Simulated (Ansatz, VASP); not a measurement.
Two plane-wave programs on TiO2

```
Ti O
1.0
    -1.89210    1.89210    4.75730
     1.89210   -1.89210    4.75730
     1.89210    1.89210   -4.75730
Ti O
2 4
Cartesian
  0.0000 0.0000 0.0000
  0.0000 1.8921 2.3786
  0.0000 0.0000 1.9805
  0.0000 1.8921 4.3592
  0.0000 1.8921 0.3981
  0.0000 0.0000 7.5341
```

Alike in both runs: functional r2SCAN; k mesh 7 × 7 × 7; no spin polarisation.

Ansatz relaxed the structure, and its values are those at the end. VASP's run is a single point on that final structure, the one shown.

|  | VASP | Ansatz |
| --- | --- | --- |
| version | VASP 6.6.1 | Ansatz 0.2.0 |
| potentials or method | VASP PAW PBE potentials, release 64 (Ti_sv, O), cutoff 520 eV | scalar-relativistic, plane waves, PAW |
| occupations | gaussian, width 0.01 eV | fixed |
| valence electrons in the cell | 48 | 48 |

|  | VASP | Ansatz | Ansatz less VASP |
| --- | --- | --- | --- |
| gap on the k mesh at the Fermi level (eV) | 2.52 | 2.50 | -0.022 |
| least direct gap on the mesh (eV) | 2.89 | 2.86 | -0.029 |
| pressure (GPa) | 1.7 | 0.5 | -1.25 |
| rms of the force components (eV/Å) | 0.014 | 0.000 | -0.0136 |

VASP's potentials were made for PBE, not for r2SCAN. Ansatz's warnings: stress scf threshold loose.
